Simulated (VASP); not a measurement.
Sc, 4 atoms in the cell. The structure is hexagonal, space group P6_3/mmc (No. 194). The conventional cell has a = 2.777 Å, b = 2.777 Å, c = 8.854 Å, α = 90.00°, β = 90.00°, γ = 120.00°. Sc (site symmetry -3m) has 12 Sc at 2.73 to 2.78 Å within 3.6 Å. Sc (site symmetry -6m2) has 12 Sc at 2.73 to 2.78 Å within 3.6 Å.  This cell differs from its parent crystal: volume scaled by 0.6.

- Program: VASP 6.6.1
- Task: single point
- Functional: PBE
- Potentials or basis: VASP PAW PBE potentials, release 64 (Sc_sv)
- Cutoff: 520 eV
- k mesh: 12 × 12 × 4
- Occupations: fermi-dirac, width 0.05 eV
- Spin: no spin polarisation
- Dipole correction: no
- Further INCAR settings: ALGO = Normal; EDIFF = 1e-06; NBANDS = 30

Potentials or basis: VASP PAW PBE potentials, release 64 (Sc_sv).

Run with:

```bash
$ cat potpaw_PBE.64/Sc_sv/POTCAR > POTCAR
$ mpirun -np 1 vasp_std > vasp.out
```

Hardware: 1 thread of Intel(R) Xeon(R) Platinum 8488C (Sapphire Rapids), with other jobs on the host.

Problem. How long does it take, and how much memory?

Solution. It took 73 s on 1 thread of Intel(R) Xeon(R) Platinum 8488C (Sapphire Rapids), on a shared host, peak memory 0.22 GiB. Counts: scf iterations 12, k points 57.
